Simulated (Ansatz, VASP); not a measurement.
## Sn5H in VASP and in Ansatz

```
Sn H
1.0
     6.33543    0.00000    0.00000
    -3.16771    5.48664    0.00000
     0.00000    0.00000    5.19580
Sn H
5 1
Direct
  0.33333 0.66667 0.00000
  0.66667 0.33333 0.00000
  0.50000 0.00000 0.50000
  0.50000 0.50000 0.50000
  0.00000 0.50000 0.50000
  0.00000 0.00000 0.00000
```

Change from the starting cell: species swapped into the HfBe5 type (P6/mmm, No. 191).

Alike in both runs: functional PBE; k mesh 3 × 3 × 4; occupations gaussian, width 0.1 eV; no spin polarisation.

Ansatz relaxed the structure, and its values are those at the end. VASP's run is a single point on that final structure, the one shown.

|  | VASP | Ansatz |
| --- | --- | --- |
| version | VASP 6.6.1 | Ansatz 0.2.0 |
| potentials or method | VASP PAW PBE potentials, release 64 (Sn_d, H), cutoff 520 eV | scalar-relativistic, plane waves, PAW |
| valence electrons in the cell | 71 | 71 |

```tsv
	VASP	Ansatz	Ansatz less VASP
gap on the k mesh at the Fermi level (eV)	none	none	-
pressure (GPa)	-0.1	0.0	+0.05
```

A gap of «none» marks a metal or a gap that the smearing closes. The functional is the same, so the differences come from potentials, cutoffs and numerics.

The k mesh is coarse, so the values compare programs but aren't converged.
